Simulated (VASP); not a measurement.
The system is Mn.

```
Mn
1.0
     2.48365    0.00000    0.00000
    -1.24182    2.15090    0.00000
     0.00000    0.00000    4.02620
Mn
2
Direct
  0.33333 0.66667 0.25000
  0.66667 0.33333 0.75000
```

Base run:

```yaml
Program: VASP 6.6.1
Functional: PBE
Potentials_or_basis: VASP PAW PBE potentials, release 64 (Mn_pv)
Cutoff: 520 eV
k_mesh: 10 × 10 × 6
Occupations: fermi-dirac, width 0.05 eV
Spin: collinear spin, ferromagnetic start
Starting_moments: "[4.0, 4.0] μB"
Fixed_moment: 8 μB
```

Its results: pressure 102.9 GPa; site moments Mn +3.78 μB.

Question: After a change of settings the same cell gave: pressure 93.3 GPa; site moments Mn +3.78 μB. Which change was it?
A. fixed moment from 8 μB to 10 μB; moments at the start from [4.0, 4.0] to [5.0, 5.0]
B. k mesh from 10 × 10 × 6 to 12 × 12 × 7
C. functional from PBE to PBEsol
D. fixed moment from 8 μB to 4 μB; moments at the start from [4.0, 4.0] to [2.0, 2.0]

Answer: C.

PBEsol binds more tightly than PBE, so the same cell stands under less pressure.

Caveats: the total moment is fixed, so each spin has its own Fermi level; the PAW data sets were made with another functional, which shifts forces and pressure a little (some runs).
